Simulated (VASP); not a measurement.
Here is a VASP 6.6.1 calculation.

INCAR

```
ALGO = Fast
EDIFF = 1E-6
ENCUT = 520
GGA = PS
ISIF = 2
ISMEAR = -1
LASPH = True
LCHARG = False
LREAL = False
LWAVE = False
NBANDS = 22
NELM = 80
PREC = Accurate
SIGMA = 0.05
```

The input KPOINTS:

```
k-points
0
Gamma
  6 6 9
```

File POSCAR:

```
Hf
1.0
    4.6965433013      0.0000000000      0.0000000000
   -2.3482716507      4.0673258089      0.0000000000
    0.0000000000      0.0000000000      2.9305435509
Hf
3
Direct
    0.0000000000      0.0000000000      0.0000000000
    0.3333333333      0.6666666667      0.5000000000
    0.6666666667      0.3333333333      0.5000000000
```

Potentials or basis: VASP PAW PBE potentials, release 64 (Hf_pv).

Run with:

```sh
$ cat potpaw_PBE.64/Hf_pv/POTCAR > POTCAR
$ mpirun -np 1 vasp_std > vasp.out
```

Problem. What does it give for the band gap on the k mesh?

Solution. Zero (band 15 reaches 6.17 eV, above the bottom of band 16 at 5.36 eV).

Problem. Estimate the pressure.

Solution. 19.6 GPa.

Stress tensor (GPa, compression positive):
```
19.52  0.00  0.00
 0.00 19.52  0.00
 0.00  0.00 19.79
```

Caveat: the PAW data sets were made with another functional, which shifts forces and pressure a little; spin-orbit coupling is left out, which moves the levels of the heavy elements.
